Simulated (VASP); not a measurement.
Write the native input for VASP 6.6.1 that does the following.

```
Task                   : relaxation of cell and atoms
Functional             : PBE
Dispersion             : D3(BJ)
Potentials or basis    : VASP PAW PBE potentials, release 64 (Tl_d, Cl)
Cutoff                 : 500 eV
k mesh                 : 6 × 6 × 6
Occupations            : fermi-dirac, width 0.02 eV
Spin                   : no spin polarisation
Dipole correction      : no
Further INCAR settings : ALGO = Normal; EDIFF = 1e-07; IBRION = 2; EDIFFG = -0.005; NSW = 80; ISIF = 3
```

The structure of TlCl lies in POSCAR:

```
TlCl
1.0
    3.8340000000      0.0000000000      0.0000000000
    0.0000000000      3.8340000000      0.0000000000
    0.0000000000      0.0000000000      3.8340000000
Tl Cl
1 1
Direct
    0.0000000000      0.0000000000      0.0000000000
    0.5000000000      0.5000000000      0.5000000000
```

The input as run:

INCAR

```
SYSTEM = TlCl
PREC = Accurate ; ENCUT = 500
EDIFF = 1E-7 ; ISMEAR = -1
SIGMA = 0.02 ; LREAL = .False.
LASPH = .True. ; NELM = 120
ALGO = Normal ; ISIF = 3
LWAVE = .False. ; LCHARG = .False.
GGA = PE ; IVDW = 12
IBRION = 2 ; NSW = 80
EDIFFG = -0.005 ; GGA_COMPAT = .False.
NELMIN = 4
```

KPOINTS

```
Automatic mesh
0
Gamma
  6 6 6
  0 0 0
```

Potentials or basis: VASP PAW PBE potentials, release 64 (Tl_d, Cl).

Launch:

```console
$ cat potpaw_PBE.64/Tl_d/POTCAR potpaw_PBE.64/Cl/POTCAR > POTCAR
$ mpirun -np 1 vasp_std > vasp.out
```

Results of the run:

| Item | Value |
| --- | --- |
| Relaxed volume | 30.05 Å³/atom |
| Relaxed cell | a = 3.917 Å, b = 3.917 Å, c = 3.917 Å, α = 90.00°, β = 90.00°, γ = 90.00° |
| Space group after relaxing (to 0.05 Å) | Pm-3m (No. 221) |
| Energy gained by relaxing | 16.9 meV/atom |
| Ionic steps | 9 |
| Pressure after relaxing | 0.0 GPa |
| Band gap on the k mesh | 2.23 eV, direct |
| Dispersion energy per atom | -0.268 eV |

Caveat: spin-orbit coupling is left out, which moves the levels of the heavy elements.

Run time: 35 s on 1 thread of Intel(R) Xeon(R) 6975P-C (Granite Rapids), with other jobs on the host, peak memory 0.17 GiB.
